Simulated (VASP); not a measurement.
AlGa3As4:

```
CELL_PARAMETERS angstrom
5.50411 0.00000 0.00000
0.00000 5.50411 0.00000
0.00000 0.00000 5.50411
ATOMIC_POSITIONS crystal
Al 0.00000 0.00000 0.00000
Ga 0.00000 0.50000 0.50000
Ga 0.50000 0.00000 0.50000
Ga 0.50000 0.50000 0.00000
As 0.75000 0.75000 0.25000
As 0.75000 0.25000 0.75000
As 0.25000 0.75000 0.75000
As 0.25000 0.25000 0.25000
```

* Program: VASP 6.6.1
* Task: relaxation of cell and atoms
* Functional: PBE
* Potentials or basis: VASP PAW PBE potentials, release 64 (Al, Ga_d, As)
* Cutoff: 600 eV
* k mesh: 4 × 4 × 4
* Occupations: gaussian, width 0.1 eV
* Spin: no spin polarisation

At the start: pressure 10.8 GPa; volume 20.84 Å³/atom.

How do energy, volume and symmetry change on relaxing?

Over 5 steps the energy falls by 85.7 meV/atom and the volume is 23.64 Å³/atom (+13.4 %); space group P-43m (No. 215, to 0.1 Å) before and after.

The path:
```csv
step,energy change (eV),largest force (eV/Å),pressure (GPa),volume (Å³)
1,0.0000,0.0857,10.81,166.75
2,-0.5245,0.0475,-3.55,203.02
3,-0.6855,0.0531,-0.01,189.59
4,-0.6852,0.0533,0.19,189.11
5,-0.6856,0.0249,0.16,189.12
```

Final structure:
```
CELL_PARAMETERS angstrom
5.74003 0.00000 0.00000
0.00000 5.74003 0.00000
0.00000 0.00000 5.74003
ATOMIC_POSITIONS crystal
Al 0.00000 0.00000 0.00000
Ga 0.00000 0.50000 0.50000
Ga 0.50000 0.00000 0.50000
Ga 0.50000 0.50000 0.00000
As 0.75052 0.75052 0.24948
As 0.75052 0.24948 0.75052
As 0.24948 0.75052 0.75052
As 0.24948 0.24948 0.24948
```
